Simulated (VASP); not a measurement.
# TaN in VASP: single point with PBEsol

Aim: the single point of TaN with PBEsol.

Everything below comes from runs of VASP 6.6.1. Logs are shortened: lines on timing, memory, paths and dates and some standing lists are left out, and cuts for length are marked.

### 1 The cell of the first run

The cell holds a wire or tube with vacuum around it, 14 atoms: a = 16.700 Å, b = 13.700 Å, c = 3.094 Å, α = 90.00°, β = 90.00°, γ = 90.00°.

### 2 Single point, PBEsol

INCAR

```
SYSTEM = TaN
PREC = Accurate
ENCUT = 520
EDIFF = 1E-6
ISMEAR = 0
SIGMA = 0.05
LREAL = .FALSE.
LASPH = .TRUE.
NELM = 100
ALGO = Normal
ISIF = 2
LWAVE = .FALSE.
LCHARG = .TRUE.
GGA = PS
LELF = .TRUE.
LVHAR = .TRUE.
NBANDS = 69
```

KPOINTS

```
Automatic mesh
0
G
  1 1 17
  0 0 0
```

POSCAR

```
TaN
1.0
   16.7000000000      0.0000000000      0.0000000000
    0.0000000000     13.7000000000      0.0000000000
    0.0000000000      0.0000000000      3.0940796537
Ta N
7 7
Direct
    0.5463185577      0.5000000000      0.5000000000
    0.6389556731      0.6596966938      0.0000000000
    0.6389556731      0.3403033062      0.0000000000
    0.4536814423      0.6596966938      0.0000000000
    0.4536814423      0.3403033062      0.0000000000
    0.3610443269      0.5000000000      0.5000000000
    0.7315927885      0.5000000000      0.5000000000
    0.4536814423      0.5000000000      0.0000000000
    0.3610443269      0.6596966938      0.5000000000
    0.3610443269      0.3403033062      0.5000000000
    0.5463185577      0.6596966938      0.5000000000
    0.5463185577      0.3403033062      0.5000000000
    0.2684072115      0.5000000000      0.0000000000
    0.6389556731      0.5000000000      0.0000000000
```

Potentials or basis: VASP PAW PBE potentials, release 64 (Ta_pv, N).

Launch:

```sh
> cat potpaw_PBE.64/Ta_pv/POTCAR potpaw_PBE.64/N/POTCAR > POTCAR
> mpirun -np 1 vasp_std > vasp.out
```

OUTCAR:

```text
SYSTEM = TaN
   PREC = Accurate
   ENCUT = 520
   EDIFF = 1E-6
   ISMEAR = 0
   LREAL = .FALSE.
   LASPH = .TRUE.
   NELM = 100
   ISIF = 2
   GGA = PS

 ion  position               nearest neighbor table
   1  0.546  0.500  0.500-   8 2.19   8 2.19  14 2.19  14 2.19  12 2.19  11 2.19   4 3.09   5 3.09
                             4 3.09   5 3.09   2 3.09   3 3.09   2 3.09   3 3.09   6 3.09   7 3.09
   2  0.639  0.660  0.000-  11 2.19  11 2.19  14 2.19   7 3.09   1 3.09   7 3.09   1 3.09   4 3.09

   3  0.639  0.340  0.000-  12 2.19  12 2.19  14 2.19   7 3.09   1 3.09   7 3.09   1 3.09   5 3.09

   4  0.454  0.660  0.000-  11 2.19  11 2.19   9 2.19   9 2.19   8 2.19   1 3.09   1 3.09   6 3.09
                             6 3.09   2 3.09
   5  0.454  0.340  0.000-  12 2.19  12 2.19  10 2.19  10 2.19   8 2.19   1 3.09   1 3.09   6 3.09
                             6 3.09   3 3.09
   6  0.361  0.500  0.500-   8 2.19  13 2.19   8 2.19  13 2.19  10 2.19   9 2.19   4 3.09   5 3.09
                             4 3.09   5 3.09   1 3.09
   7  0.732  0.500  0.500-  14 2.19  14 2.19   2 3.09   2 3.09   3 3.09   3 3.09   1 3.09
   8  0.454  0.500  0.000-   1 2.19   1 2.19   6 2.19   6 2.19   5 2.19   4 2.19
   9  0.361  0.660  0.500-   4 2.19   4 2.19   6 2.19
  10  0.361  0.340  0.500-   5 2.19   5 2.19   6 2.19
  11  0.546  0.660  0.500-   4 2.19   4 2.19   2 2.19   2 2.19   1 2.19
  12  0.546  0.340  0.500-   5 2.19   5 2.19   3 2.19   3 2.19   1 2.19
  13  0.268  0.500  0.000-   6 2.19   6 2.19
  14  0.639  0.500  0.000-   1 2.19   7 2.19   1 2.19   7 2.19   3 2.19   2 2.19

  LATTYP: Found a simple orthorhombic cell.
 ALAT       =     3.0940796537
 B/A-ratio  =     4.4278110241
 C/A-ratio  =     5.3974046790

  Lattice vectors:

 A1 = (   0.0000000000,   0.0000000000,  -3.0940796537)
 A2 = (   0.0000000000,  13.7000000000,   0.0000000000)
 A3 = (  16.7000000000,   0.0000000000,   0.0000000000)

Analysis of symmetry for initial positions (statically):
=====================================================================
 Subroutine PRICEL returns:
 Original cell was already a primitive cell.

 Routine SETGRP: Setting up the symmetry group for a
 simple orthorhombic supercell.

 Subroutine GETGRP returns: Found  4 space group operations
 (whereof  4 operations were pure point group operations)
 out of a pool of  8 trial point group operations.

The static configuration has the point symmetry C_2v.

Analysis of symmetry for dynamics (positions and initial velocities):
=====================================================================
 Subroutine PRICEL returns:
 Original cell was already a primitive cell.

 Routine SETGRP: Setting up the symmetry group for a
 simple orthorhombic supercell.

 Subroutine GETGRP returns: Found  4 space group operations
 (whereof  4 operations were pure point group operations)
 out of a pool of  8 trial point group operations.

The dynamic configuration has the point symmetry C_2v.

 Subroutine INISYM returns: Found  4 space group operations
 (whereof  4 operations are pure point group operations),
 and found     1 'primitive' translations

----------------------------------------------------------------------------------------

                                     Primitive cell

  volume of cell :     707.8945

  direct lattice vectors                    reciprocal lattice vectors
    16.700000000  0.000000000  0.000000000     0.059880240  0.000000000  0.000000000
     0.000000000 13.700000000  0.000000000     0.000000000  0.072992701  0.000000000
     0.000000000  0.000000000  3.094079654     0.000000000  0.000000000  0.323197885

  length of vectors
    16.700000000 13.700000000  3.094079654     0.059880240  0.072992701  0.323197885

  position of ions in fractional coordinates (direct lattice)
     0.546318558  0.500000000  0.500000000
     0.638955673  0.659696694  0.000000000
     0.638955673  0.340303306  0.000000000
     0.453681442  0.659696694  0.000000000
     0.453681442  0.340303306  0.000000000
     0.361044327  0.500000000  0.500000000
     0.731592789  0.500000000  0.500000000
     0.453681442  0.500000000  0.000000000
     0.361044327  0.659696694  0.500000000
     0.361044327  0.340303306  0.500000000
     0.546318558  0.659696694  0.500000000
[... 33 lines left out ...]
     0.000000000  0.072992701  0.000000000     0.000000000  1.000000000  0.000000000
     0.000000000  0.000000000  0.019011640     0.000000000  0.000000000  0.058823529

  Length of vectors
     0.059880240  0.072992701  0.019011640

  Shift w.r.t. Gamma in fractional coordinates (k-lattice)
     0.000000000  0.000000000  0.000000000

 Subroutine IBZKPT returns following result:
 ===========================================

 Found      9 irreducible k-points:

 Following reciprocal coordinates:
            Coordinates               Weight
  0.000000  0.000000  0.000000      1.000000
  0.000000  0.000000  0.058824      2.000000
  0.000000  0.000000  0.117647      2.000000
  0.000000  0.000000  0.176471      2.000000
  0.000000  0.000000  0.235294      2.000000
  0.000000  0.000000  0.294118      2.000000
  0.000000  0.000000  0.352941      2.000000
  0.000000  0.000000  0.411765      2.000000
  0.000000  0.000000  0.470588      2.000000
   k-points           NKPTS =      9   k-points in BZ     NKDIM =      9   number of bands    NBANDS=     69
   number of dos      NEDOS =    301   number of ions     NIONS =     14
   total plane-waves  NPLWV = 326592
   dimension x,y,z NGX =   126 NGY =  108 NGZ =   24
   dimension x,y,z NGXF=   252 NGYF=  216 NGZF=   48
   ions per type =               7   7
   NGX,Y,Z   is equivalent  to a cutoff of  12.54, 13.11, 12.90 a.u.
   NGXF,Y,Z  is equivalent  to a cutoff of  25.09, 26.21, 25.79 a.u.
 SYSTEM =  TaN
   PREC   = accura    normal or accurate (medium, high low for compatibility)
   ISTART =      0    job   : 0-new  1-cont  2-samecut
   ICHARG =      2    charge: 1-file 2-atom 10-const
   ISPIN  =      1    spin polarized calculation?
   LNONCOLLINEAR =      F non collinear calculations
   LSORBIT =      F    spin-orbit coupling
   LASPH  =      T    aspherical Exc in radial PAW
   ENCUT  =  520.0 eV  38.22 Ry    6.18 a.u.  31.05 25.47  5.75*2*pi/ulx,y,z
   NELM   =    100;   NELMIN=  2; NELMDL= -5     # of ELM steps
   EDIFF  = 0.1E-05   stopping-criterion for ELM
   LREAL  =      F    real-space projection
   EDIFFG = 0.1E-04   stopping-criterion for IOM
   NSW    =      0    number of steps for IOM
   IBRION =     -1    ionic relax: 0-MD 1-quasi-New 2-CG
   NFREE  =      0    steps in history (QN), initial steepest desc. (CG)
   ISIF   =      2    stress and relaxation
   ISYM   =      2    0-nonsym 1-usesym 2-fastsym
   POTIM  = 0.5000    time-step for ionic-motion
   TEBEG  =    0.0;   TEEND  =   0.0 temperature during run
   PSTRESS=    0.0 pullay stress
   NELECT =     112.0000    total number of electrons
   NUPDOWN=      -1.0000    fix difference up-down
   EMIN   =  10.00;   EMAX   =-10.00  energy-range for DOS
   EFERMI =   0.00;   METHOD = LEGACY
   ISMEAR =     0;   SIGMA  =   0.05  broadening in eV -4-tet -1-fermi 0-gaus
   EFERMI_NEDOS =   21; number of points for ismear=-14 and -15
   IALGO  =     38    algorithm
   IMIX   =      4    mixing-type and parameters
     AMIX     =   0.40;   BMIX     =  1.00
     AMIX_MAG =   1.60;   BMIX_MAG =  1.00
  volume/ion in A,a.u.               =      50.56       341.22
  Fermi-wavevector in a.u.,A,eV,Ry     =   0.885438  1.673235 10.666966  0.784000
  Thomas-Fermi vector in A             =   2.006471
   LORBIT       =      0    0 simple, 1 ext, 2 COOP (PROOUT), +10 PAW based schemes
   GGA     = PS    functional components
   LHFCALC =     F    Hartree Fock is set to
   AEXX    =    0.0000 exact exchange contribution
   IVDW    =     0    specifies the selected vdW correction
   LEPSILON=     F    determine dielectric tensor
   LRPA    =     F    only Hartree local field effects (RPA)
 non-spin polarized calculation
 Gauss-broadening in eV      SIGMA  =   0.05
  energy-cutoff  :      520.00
  volume of cell :      707.89
 maximum number of plane-waves:     19081
 NGX is ok and might be reduce to   126
   NGX = 63   NGY = 51   NGZ = 11

 number of electron     112.0000009 magnetization

 Free energy of the ion-electron system (eV)
  ---------------------------------------------------
  ext. energy  EPLUGINS =         0.00000000
  ---------------------------------------------------
  free energy    TOTEN  =      -145.37534317 eV

  energy without entropy =     -145.36029680  energy(sigma->0) =     -145.36781999

 E-fermi :  -2.1392     XC(G=0):  -4.2618

 val. band max:       -2.1427937478   @ k =   0.0000   0.0000   0.1765
 cond. band min:      -2.1361630464   @ k =   0.0000   0.0000   0.0588
 fundamental gap:      0.0066307014
 Fermi energy:        -2.1392017759

 k-point     1 :       0.0000    0.0000    0.0000
  band No.  band energies     occupation
      1     -38.2864      2.00000
      2     -38.2246      2.00000
      3     -38.0267      2.00000
      4     -37.9805      2.00000
      5     -37.8018      2.00000
      6     -37.7700      2.00000
[... 628 lines left out ...]
     67       0.2529      0.00000
     68       0.3871      0.00000
 [bands above 68 left out]

------------------------ aborting loop because EDIFF is reached ----------------------------------------

  FORCE on cell =-STRESS in cart. coord.  units (eV):
  Direction    XX          YY          ZZ          XY          YZ          ZX
  --------------------------------------------------------------------------------------
  -------------------------------------------------------------------------------------
  Total      -31.5257543    -14.0042394    -28.1262885      0.0000000      0.0000000      0.0000000
  in kB      -71.3522284    -31.6957899    -63.6582187      0.0000000      0.0000000      0.0000000
  external PRESSURE =     -55.5687457 kB  Pullay stress =       0.0000000 kB

 VOLUME and BASIS-vectors are now :
 -----------------------------------------------------------------------------
  energy-cutoff  :      520.00
  volume of cell :      707.89
      direct lattice vectors                 reciprocal lattice vectors
    16.700000000  0.000000000  0.000000000     0.059880240  0.000000000  0.000000000
     0.000000000 13.700000000  0.000000000     0.000000000  0.072992701  0.000000000
     0.000000000  0.000000000  3.094079654     0.000000000  0.000000000  0.323197885

 POSITION                                       TOTAL-FORCE (eV/Angst)
 -----------------------------------------------------------------------------------
      9.12352      6.85000      1.54704         1.809303     -0.000000     -0.000000
     10.67056      9.03784      0.00000        -1.234706     -2.080371     -0.000000
     10.67056      4.66216      0.00000        -1.234706      2.080371      0.000000
      7.57648      9.03784      0.00000        -2.534073     -1.809552     -0.000000
      7.57648      4.66216      0.00000        -2.534073      1.809552      0.000000
      6.02944      6.85000      1.54704        -8.804984     -0.000000     -0.000000
     12.21760      6.85000      1.54704        -3.341265     -0.000000     -0.000000
      7.57648      6.85000      0.00000         0.911191     -0.000000     -0.000000
      6.02944      9.03784      1.54704         4.290467     -0.682449     -0.000000
      6.02944      4.66216      1.54704         4.290467      0.682449     -0.000000
      9.12352      9.03784      1.54704         0.790199      1.401201     -0.000000
      9.12352      4.66216      1.54704         0.790199     -1.401201     -0.000000
      4.48240      6.85000      0.00000         5.602245     -0.000000     -0.000000
     10.67056      6.85000      0.00000         1.199735     -0.000000     -0.000000
 -----------------------------------------------------------------------------------
    total drift:                                0.000064      0.000000     -0.000000

  FREE ENERGIE OF THE ION-ELECTRON SYSTEM (eV)
  ---------------------------------------------------
  free  energy   TOTEN  =      -145.3753431686 eV

  energy  without entropy=     -145.3602968023  energy(sigma->0) =     -145.36781999
```

Run time: 17 min. Hardware: 1 thread of Intel Xeon Platinum 8488C (Sapphire Rapids), shared host; peak memory 0.79 GiB.

What came out:

```
Free energy            : -145.3753 eV
Largest force          : 8.805 eV/Å
Band gap on the k mesh : zero (bands 56 and 57 overlap by 0.14 eV)
```

Forces on the atoms (eV/Å):
```
Ta   1.809  0.000  0.000
Ta  -1.235 -2.080  0.000
Ta  -1.235  2.080  0.000
Ta  -2.534 -1.810  0.000
Ta  -2.534  1.810  0.000
Ta  -8.805  0.000  0.000
Ta  -3.341  0.000  0.000
N    0.911  0.000  0.000
N    4.290 -0.682  0.000
N    4.290  0.682  0.000
N    0.790  1.401  0.000
N    0.790 -1.401  0.000
N    5.602  0.000  0.000
N    1.200  0.000  0.000
```

Caveat: the PAW data sets were made with another functional, which shifts forces and pressure a little; spin-orbit coupling is left out, which moves the levels of the heavy elements.
